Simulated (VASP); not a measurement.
Write the native input for VASP 6.6.1 that does the following.

| Quantity | Value |
| --- | --- |
| Task | single point |
| Functional | PBE |
| Potentials or basis | VASP PAW PBE potentials, release 64 (Na_pv, H) |
| Cutoff | 520 eV |
| k mesh | 4 × 4 × 1 |
| Occupations | gaussian, width 0.1 eV |
| Spin | no spin polarisation |
| Dipole correction | yes |
| Further INCAR settings | ALGO = Normal; EDIFF = 1e-06; NBANDS = 40 |

The structure of Na4H lies in POSCAR:

```
Na4H
1.0
    7.2665057608      0.0000000000      0.0000000000
   -2.4221685869      6.8509273320      0.0000000000
    0.0000000000      0.0000000000     20.9665385532
Na H
8 2
Direct
    0.2500000000      0.2500000000      0.1907801800
    0.2500000000      0.7500000000      0.1907801800
    0.7500000000      0.2500000000      0.1907801800
    0.7500000000      0.7500000000      0.1907801800
    0.0000000000      0.0000000000      0.3322693699
    0.0000000000      0.5000000000      0.3322693699
    0.5000000000      0.0000000000      0.3322693699
    0.5000000000      0.5000000000      0.3322693699
   -0.0632353452      0.7500000000      0.3689945545
    0.0632353452      0.7500000000      0.3689945545
```

These files were run (other wordings do the same):

INCAR

```
ALGO = Normal
DIPOL = 0.5 0.5 0.283
EDIFF = 1E-6
ENCUT = 520
GGA = PE
IDIPOL = 3
ISIF = 2
ISMEAR = 0
LASPH = T
LCHARG = F
LDIPOL = T
LREAL = F
LWAVE = F
NBANDS = 40
NELM = 100
PREC = Accurate
SIGMA = 0.1
```

KPOINTS

```
k-points
0
Gamma
  4 4 1
```

Potentials or basis: VASP PAW PBE potentials, release 64 (Na_pv, H).

Command:

```bash
$ cat potpaw_PBE.64/Na_pv/POTCAR potpaw_PBE.64/H/POTCAR > POTCAR
$ mpirun -np 1 vasp_std > vasp.out
```

It gave:

```
Largest force          : 1.800 eV/Å
Band gap on the k mesh : zero (bands 29 and 30 overlap by 0.63 eV)
```

Run time: 7.9 min on 1 thread of Intel(R) Xeon(R) 6975P-C (Granite Rapids), with other jobs on the host, peak memory 1.1 GiB.
